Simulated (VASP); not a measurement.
# Cd (P6_3/mmc) in VASP: notebook

Runs on Cd. Level: revPBE. Tasks: single point.

Everything below comes from runs of VASP 6.6.1. Logs are shortened: lines on timing, memory, paths and dates and some standing lists are left out, and cuts for length are marked.

## Step 1: The cell of the first run

It takes space group P6_3/mmc (No. 194, hexagonal). Conventional cell: a = 2.914 Å, b = 2.914 Å, c = 5.771 Å, α = 90.00°, β = 90.00°, γ = 120.00°. Within 3.8 Å of Cd (site symmetry -6m2) lie 12 Cd at 2.91 to 3.34 Å.

## Step 2: Single point, revPBE (21.22 Å³/atom)

The input, INCAR:

```
SYSTEM = Cd
ALGO = Normal
EDIFF = 1E-6
ENCUT = 520
GGA = RE
ISIF = 2
ISMEAR = -1
LASPH = .TRUE.
LCHARG = .FALSE.
LREAL = .FALSE.
LWAVE = .FALSE.
NBANDS = 19
NELM = 100
PREC = Accurate
SIGMA = 0.1
```

The input, KPOINTS:

```
k-points
0
G
  19 19 9
  0 0 0
```

The input, POSCAR:

```
Cd
1.0
    2.9144345143      0.0000000000      0.0000000000
   -1.4572172571      2.5239743271      0.0000000000
    0.0000000000      0.0000000000      5.7705581078
Cd
2
Direct
    0.3333333333      0.6666666667      0.2500000000
    0.6666666667      0.3333333333      0.7500000000
```

Potentials or basis: VASP PAW PBE potentials, release 64 (Cd).

Started as:

```
> cat potpaw_PBE.64/Cd/POTCAR > POTCAR
> mpirun -np 1 vasp_std > vasp.out
```

OUTCAR:

```text
SYSTEM = Cd
   EDIFF = 1E-6
   ENCUT = 520
   GGA = RE
   ISIF = 2
   ISMEAR = -1
   LASPH = .TRUE.
   LREAL = .FALSE.
   NELM = 100
   PREC = Accurate

 ion  position               nearest neighbor table
   1  0.333  0.667  0.250-   2 3.34   2 3.34   2 3.34   2 3.34   2 3.34   2 3.34
   2  0.667  0.333  0.750-   1 3.34   1 3.34   1 3.34   1 3.34   1 3.34   1 3.34

  LATTYP: Found a hexagonal cell.
 ALAT       =     2.9144345143
 C/A-ratio  =     1.9799923723

  Lattice vectors:

 A1 = (   2.9144345143,   0.0000000000,   0.0000000000)
 A2 = (  -1.4572172571,   2.5239743271,   0.0000000000)
 A3 = (   0.0000000000,   0.0000000000,   5.7705581078)

Analysis of symmetry for initial positions (statically):
=====================================================================
 Subroutine PRICEL returns:
 Original cell was already a primitive cell.

 Routine SETGRP: Setting up the symmetry group for a
 hexagonal supercell.

 Subroutine GETGRP returns: Found 24 space group operations
 (whereof 12 operations were pure point group operations)
 out of a pool of 24 trial point group operations.

The static configuration has the point symmetry D_3d.
 The point group associated with its full space group is D_6h.

Analysis of symmetry for dynamics (positions and initial velocities):
=====================================================================
 Subroutine PRICEL returns:
 Original cell was already a primitive cell.

 Routine SETGRP: Setting up the symmetry group for a
 hexagonal supercell.

 Subroutine GETGRP returns: Found 24 space group operations
 (whereof 12 operations were pure point group operations)
 out of a pool of 24 trial point group operations.

The dynamic configuration has the point symmetry D_3d.
 The point group associated with its full space group is D_6h.

 Subroutine INISYM returns: Found 24 space group operations
 (whereof 12 operations are pure point group operations),
 and found     1 'primitive' translations

----------------------------------------------------------------------------------------

                                     Primitive cell

  volume of cell :      42.4480

  direct lattice vectors                    reciprocal lattice vectors
     2.914434514  0.000000000  0.000000000     0.343119736  0.198100272  0.000000000
    -1.457217257  2.523974327  0.000000000     0.000000000  0.396200543  0.000000000
     0.000000000  0.000000000  5.770558108     0.000000000  0.000000000  0.173293463

  length of vectors
     2.914434514  2.914434514  5.770558108     0.396200543  0.396200543  0.173293463

  position of ions in fractional coordinates (direct lattice)
     0.333333333  0.666666667  0.250000000
     0.666666667  0.333333333  0.750000000

  ion indices of the primitive-cell ions
   primitive index   ion index
                 1           1
                 2           2

----------------------------------------------------------------------------------------

 KPOINTS: k-points

Automatic generation of k-mesh.
 Grid dimensions read from file:
 generate k-points for:   19   19    9

 Generating k-lattice:

  Cartesian coordinates                     Fractional coordinates (reciprocal lattice)
     0.018058933  0.010426330  0.000000000     0.052631579 -0.000000000  0.000000000
     0.000000000  0.020852660  0.000000000     0.000000000  0.052631579  0.000000000
     0.000000000  0.000000000  0.019254829     0.000000000  0.000000000  0.111111111

  Length of vectors
     0.020852660  0.020852660  0.019254829

  Shift w.r.t. Gamma in fractional coordinates (k-lattice)
     0.000000000  0.000000000  0.000000000

 Subroutine IBZKPT returns following result:
 ===========================================

 Found    200 irreducible k-points:

 Following reciprocal coordinates:
            Coordinates               Weight
  0.000000  0.000000  0.000000      1.000000
  0.052632  0.000000  0.000000      6.000000
  0.105263  0.000000  0.000000      6.000000
  0.157895  0.000000  0.000000      6.000000
  0.210526  0.000000  0.000000      6.000000
  0.263158  0.000000  0.000000      6.000000
[... 16 lines left out ...]
  0.263158  0.105263  0.000000     12.000000
  0.315789  0.105263  0.000000     12.000000
 [... further k-points ...]
   k-points           NKPTS =    200   k-points in BZ     NKDIM =    200   number of bands    NBANDS=     19
   number of dos      NEDOS =    301   number of ions     NIONS =      2
   total plane-waves  NPLWV =  27648
   dimension x,y,z NGX =    24 NGY =   24 NGZ =   48
   dimension x,y,z NGXF=    48 NGYF=   48 NGZF=   96
   ions per type =               2
   NGX,Y,Z   is equivalent  to a cutoff of  13.69, 13.69, 13.83 a.u.
   NGXF,Y,Z  is equivalent  to a cutoff of  27.38, 27.38, 27.66 a.u.
 SYSTEM =  Cd
   PREC   = accura    normal or accurate (medium, high low for compatibility)
   ISTART =      0    job   : 0-new  1-cont  2-samecut
   ICHARG =      2    charge: 1-file 2-atom 10-const
   ISPIN  =      1    spin polarized calculation?
   LNONCOLLINEAR =      F non collinear calculations
   LSORBIT =      F    spin-orbit coupling
   LASPH  =      T    aspherical Exc in radial PAW
   ENCUT  =  520.0 eV  38.22 Ry    6.18 a.u.   5.42  5.42 10.73*2*pi/ulx,y,z
   NELM   =    100;   NELMIN=  2; NELMDL= -5     # of ELM steps
   EDIFF  = 0.1E-05   stopping-criterion for ELM
   LREAL  =      F    real-space projection
   EDIFFG = 0.1E-04   stopping-criterion for IOM
   NSW    =      0    number of steps for IOM
   IBRION =     -1    ionic relax: 0-MD 1-quasi-New 2-CG
   NFREE  =      0    steps in history (QN), initial steepest desc. (CG)
   ISIF   =      2    stress and relaxation
   ISYM   =      2    0-nonsym 1-usesym 2-fastsym
   POTIM  = 0.5000    time-step for ionic-motion
   TEBEG  =    0.0;   TEEND  =   0.0 temperature during run
   PSTRESS=    0.0 pullay stress
   NELECT =      24.0000    total number of electrons
   NUPDOWN=      -1.0000    fix difference up-down
   EMIN   =  10.00;   EMAX   =-10.00  energy-range for DOS
   EFERMI =   0.00;   METHOD = LEGACY
   ISMEAR =    -1;   SIGMA  =   0.10  broadening in eV -4-tet -1-fermi 0-gaus
   EFERMI_NEDOS =   21; number of points for ismear=-14 and -15
   IALGO  =     38    algorithm
   IMIX   =      4    mixing-type and parameters
     AMIX     =   0.40;   BMIX     =  1.00
     AMIX_MAG =   1.60;   BMIX_MAG =  1.00
  volume/ion in A,a.u.               =      21.22       143.23
  Fermi-wavevector in a.u.,A,eV,Ry     =   1.353712  2.558144 24.933162  1.832536
  Thomas-Fermi vector in A             =   2.480944
   LORBIT       =      0    0 simple, 1 ext, 2 COOP (PROOUT), +10 PAW based schemes
   GGA     = RE    functional components
   LHFCALC =     F    Hartree Fock is set to
   AEXX    =    0.0000 exact exchange contribution
   IVDW    =     0    specifies the selected vdW correction
   LEPSILON=     F    determine dielectric tensor
   LRPA    =     F    only Hartree local field effects (RPA)
 non-spin polarized calculation
  energy-cutoff  :      520.00
  volume of cell :       42.45
 maximum number of plane-waves:      1179
 NGX is ok and might be reduce to    24
   NGX = 11   NGY = 11   NGZ = 21

 number of electron      24.0000003 magnetization

 Free energy of the ion-electron system (eV)
  ---------------------------------------------------
  ext. energy  EPLUGINS =         0.00000000
  ---------------------------------------------------
  free energy    TOTEN  =        -0.72547940 eV

  energy without entropy =       -0.70712333  energy(sigma->0) =       -0.71630136

 E-fermi :   3.1886     XC(G=0): -11.0188

 val. band max:        3.1881015312   @ k =   0.3684   0.2105   0.2222
 cond. band min:       3.2141656958   @ k =   0.3684   0.2105   0.3333
 fundamental gap:      0.0260641646
 Fermi energy:         3.1885750952

 k-point     1 :       0.0000    0.0000    0.0000
  band No.  band energies     occupation
      1      -6.8798      2.00000
      2      -6.6724      2.00000
      3      -6.1763      2.00000
      4      -6.1763      2.00000
      5      -6.1353      2.00000
      6      -6.1353      2.00000
[... 11 lines left out ...]
     18      19.1815      0.00000
     19      19.3377      0.00000

 k-point     2 :       0.0526    0.0000    0.0000
  band No.  band energies     occupation
      1      -6.8457      2.00000
      2      -6.6366      2.00000
      3      -6.1896      2.00000
      4      -6.1477      2.00000
      5      -6.1474      2.00000
      6      -6.1072      2.00000
[... 11 lines left out ...]
     18      18.4627      0.00000
     19      19.7505      0.00000

 k-point     3 :       0.1053    0.0000    0.0000
  band No.  band energies     occupation
      1      -6.7559      2.00000
      2      -6.5513      2.00000
      3      -6.2239      2.00000
      4      -6.1750      2.00000
      5      -6.0631      2.00000
      6      -6.0249      2.00000
[... 11 lines left out ...]
     18      17.8566      0.00000
     19      19.7400      0.00000

 k-point     4 :       0.1579    0.0000    0.0000
  band No.  band energies     occupation
      1      -6.6651      2.00000
      2      -6.4712      2.00000
      3      -6.2689      2.00000
      4      -6.1578      2.00000
      5      -5.9302      2.00000
      6      -5.8955      2.00000
[... 11 lines left out ...]
     18      17.5024      0.00000
     19      17.9344      0.00000

 k-point     5 :       0.2105    0.0000    0.0000
  band No.  band energies     occupation
      1      -6.6657      2.00000
      2      -6.4737      2.00000
      3      -6.2305      2.00000
      4      -6.0515      2.00000
      5      -5.9660      2.00000
      6      -5.7603      2.00000
[... 11 lines left out ...]
     18      16.2628      0.00000
     19      17.3211      0.00000

 k-point     6 :       0.2632    0.0000    0.0000
  band No.  band energies     occupation
      1      -6.7418      2.00000
      2      -6.5644      2.00000
      3      -6.1532      2.00000
      4      -6.1019      2.00000
      5      -5.8869      2.00000
      6      -5.8620      2.00000
[... 11 lines left out ...]
     18      15.5799      0.00000
     19      17.1219      0.00000

 k-point     7 :       0.3158    0.0000    0.0000
  band No.  band energies     occupation
      1      -6.8377      2.00000
      2      -6.6683      2.00000
      3      -6.3199      2.00000
      4      -5.9768      2.00000
      5      -5.9696      2.00000
      6      -5.7491      2.00000
[... 11 lines left out ...]
     18      16.2832      0.00000
     19      16.9409      0.00000

 k-point     8 :       0.3684    0.0000    0.0000
  band No.  band energies     occupation
      1      -6.9262      2.00000
      2      -6.7601      2.00000
      3      -6.4527      2.00000
      4      -6.0596      2.00000
      5      -5.8736      2.00000
      6      -5.7856      2.00000
[... 256 lines left out ...]
 k-point    20 :       0.1053    0.1053    0.0000
  band No.  band energies     occupation
      1      -6.5702      2.00000
      2      -6.4203      2.00000
      3      -6.2747      2.00000
      4      -6.2478      2.00000
      5      -5.8754      2.00000
      6      -5.8215      2.00000
[... 11 lines left out ...]
     18      17.8393      0.00000
     19      18.0099      0.00000

 k-point    21 :       0.1579    0.1053    0.0000
  band No.  band energies     occupation
      1      -6.5343      2.00000
      2      -6.3583      2.00000
      3      -6.3338      2.00000
      4      -6.1632      2.00000
      5      -5.9938      2.00000
      6      -5.8555      2.00000
[... 11 lines left out ...]
     18      16.3821      0.00000
     19      16.8552      0.00000

 k-point    22 :       0.2105    0.1053    0.0000
  band No.  band energies     occupation
      1      -6.6160      2.00000
      2      -6.4439      2.00000
      3      -6.1915      2.00000
      4      -6.1648      2.00000
      5      -6.0040      2.00000
      6      -5.9372      2.00000
[... 11 lines left out ...]
     18      15.6794      0.00000
     19      16.2284      0.00000

 k-point    23 :       0.2632    0.1053    0.0000
  band No.  band energies     occupation
      1      -6.7139      2.00000
      2      -6.5437      2.00000
      3      -6.3152      2.00000
      4      -6.0330      2.00000
      5      -6.0116      2.00000
      6      -5.8282      2.00000
[... 11 lines left out ...]
     18      15.6250      0.00000
     19      16.0330      0.00000

 k-point    24 :       0.3158    0.1053    0.0000
  band No.  band energies     occupation
      1      -6.8012      2.00000
      2      -6.6306      2.00000
      3      -6.4345      2.00000
      4      -6.0731      2.00000
      5      -5.9019      2.00000
      6      -5.8123      2.00000
[... 11 lines left out ...]
     18      15.1125      0.00000
     19      15.7731      0.00000

 [... further k-points ...]

------------------------ aborting loop because EDIFF is reached ----------------------------------------

  FORCE on cell =-STRESS in cart. coord.  units (eV):
  Direction    XX          YY          ZZ          XY          YZ          ZX
  --------------------------------------------------------------------------------------
  -------------------------------------------------------------------------------------
  Total        2.4451912      2.4451912      1.1154056      0.0000000     -0.0000000      0.0000000
  in kB       92.2924870     92.2924870     42.1004111      0.0000000     -0.0000000      0.0000000
  external PRESSURE =      75.5617950 kB  Pullay stress =       0.0000000 kB

 VOLUME and BASIS-vectors are now :
 -----------------------------------------------------------------------------
  energy-cutoff  :      520.00
  volume of cell :       42.45
      direct lattice vectors                 reciprocal lattice vectors
     2.914434514  0.000000000  0.000000000     0.343119736  0.198100272  0.000000000
    -1.457217257  2.523974327  0.000000000     0.000000000  0.396200543  0.000000000
     0.000000000  0.000000000  5.770558108     0.000000000  0.000000000  0.173293463

 POSITION                                       TOTAL-FORCE (eV/Angst)
 -----------------------------------------------------------------------------------
     -0.00000      1.68265      1.44264         0.000000      0.000000      0.000000
      1.45722      0.84132      4.32792        -0.000000     -0.000000      0.000000
 -----------------------------------------------------------------------------------
    total drift:                               -0.000000      0.000000     -0.000000

  FREE ENERGIE OF THE ION-ELECTRON SYSTEM (eV)
  ---------------------------------------------------
  free  energy   TOTEN  =        -0.7254793956 eV

  energy  without entropy=       -0.7071233341  energy(sigma->0) =       -0.71630136
```

Wall time 43 s (1 thread of Intel Xeon 6975P-C (Granite Rapids), shared host); peak memory 0.26 GiB.

Results:

```
Free energy            : -0.7255 eV
Pressure               : 7.6 GPa
Band gap on the k mesh : zero (bands 12 and 13 overlap by 4.49 eV)
```

Levels at points of the mesh, in eV from the Fermi level:
```
           k point  band 9  band 10  band 11  band 12  band 13  band 14  band 15  band 16
(0.00, 0.00, 0.00)   -8.73    -8.53    -8.53    -3.50    -3.26     9.45    13.88    14.97
```

Caveat: the stress differs along the axes, from 4 to 9 GPa; the PAW data sets were made with another functional, which shifts forces and pressure a little.

[end of part 1 of 2]

The gap in the log of VASP goes by the Fermi energy; the results here count the filled bands.